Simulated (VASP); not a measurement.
Write the native input for VASP 6.6.1 that does the following.

```
Task                   : single point
Functional             : revPBE
Potentials or basis    : VASP PAW PBE potentials, release 64 (B)
Cutoff                 : 520 eV
k mesh                 : 17 × 17 × 12
Occupations            : fermi-dirac, width 0.1 eV
Spin                   : no spin polarisation
Dipole correction      : no
Further INCAR settings : ALGO = Normal; EDIFF = 1e-06; NBANDS = 10; ISYM = 0
```

The structure of B lies in POSCAR:

```
B
1.0
   -2.7751333268      2.9605395477      0.8039377065
    2.9605395477     -2.7751333268      0.8039377065
    2.0134845177      2.0134845177     -0.4643658732
B
2
Direct
    0.0714901233      0.9285098767      0.0000000000
    0.6785098767      0.3214901233      0.5000000000
```

These files were run (other wordings do the same):

INCAR

```
  PREC = Accurate
  ENCUT = 520
  EDIFF = 1E-6
  ISMEAR = -1
  SIGMA = 0.1
  LREAL = F
  LASPH = T
  NELM = 80
  ALGO = Normal
  ISIF = 2
  LWAVE = F
  LCHARG = F
  GGA = RE
  NBANDS = 10
  ISYM = 0
```

KPOINTS

```
regular mesh
0
Gamma
  17 17 12
```

Potentials or basis: VASP PAW PBE potentials, release 64 (B).

The run is started by

```bash
$ cat potpaw_PBE.64/B/POTCAR > POTCAR
$ mpirun -np 1 vasp_std > vasp.out
```

Results of the run:

```yaml
Pressure: -0.1 GPa
Largest_force: 0.007 eV/Å
Band_gap_on_the_k_mesh: zero (band 3 reaches 10.08 eV, above the bottom of band 4 at -0.29 eV)
```

Caveat: the PAW data sets were made with another functional, which shifts forces and pressure a little.

Wall time 3.5 min on 1 thread of AMD EPYC 9R45 96-Core Processor (Zen 5), with other jobs on the host, peak memory 0.35 GiB.
